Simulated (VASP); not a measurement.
Set up this calculation in VASP 6.6.1, as the native input.

* Task: single point
* Functional: PBE
* Potentials or basis: VASP PAW PBE potentials, release 64 (Cu)
* Cutoff: 520 eV
* k mesh: 6 × 6 × 6
* Occupations: fermi-dirac, width 0.1 eV
* Spin: no spin polarisation
* Dipole correction: no
* Further INCAR settings: ALGO = Normal; EDIFF = 1e-07; NBANDS = 54

The structure of Cu lies in POSCAR:

```
Cu
1.0
    4.6145940948      0.0000000000      0.0000000000
    0.0000000000      4.6145940948      0.0000000000
    0.0000000000      0.0000000000      4.6145940948
Cu
8
Direct
    1.0000000000      1.0000000000      0.0000000000
    0.5000000000      0.5000000000      0.5000000000
    0.2500000000      0.0000000000      0.5000000000
    0.7500000000      0.0000000000      0.5000000000
    0.5000000000      0.2500000000      1.0000000000
    0.5000000000      0.7500000000      0.0000000000
    0.0000000000      0.5000000000      0.2500000000
    0.0000000000      0.5000000000      0.7500000000
```

These files were run (other wordings do the same):

INCAR

```
PREC = Accurate
ENCUT = 520
EDIFF = 1E-7
ISMEAR = -1
SIGMA = 0.1
LREAL = False
LASPH = True
NELM = 100
ALGO = Normal
ISIF = 2
LWAVE = False
LCHARG = False
GGA = PE
NBANDS = 54
```

KPOINTS

```
Automatic mesh
0
Gamma
  6 6 6
```

Potentials or basis: VASP PAW PBE potentials, release 64 (Cu).

The run is started by

```console
$ cat potpaw_PBE.64/Cu/POTCAR > POTCAR
$ mpirun -np 1 vasp_std > vasp.out
```

It gave:

```yaml
Pressure: 0.5 GPa
Band_gap_on_the_k_mesh: zero (band 44 reaches 7.94 eV, above the bottom of band 45 at 6.16 eV)
```

Run time: 99 s on 1 thread of Intel Xeon 6975P-C, with other jobs on the host, peak memory 0.24 GiB.
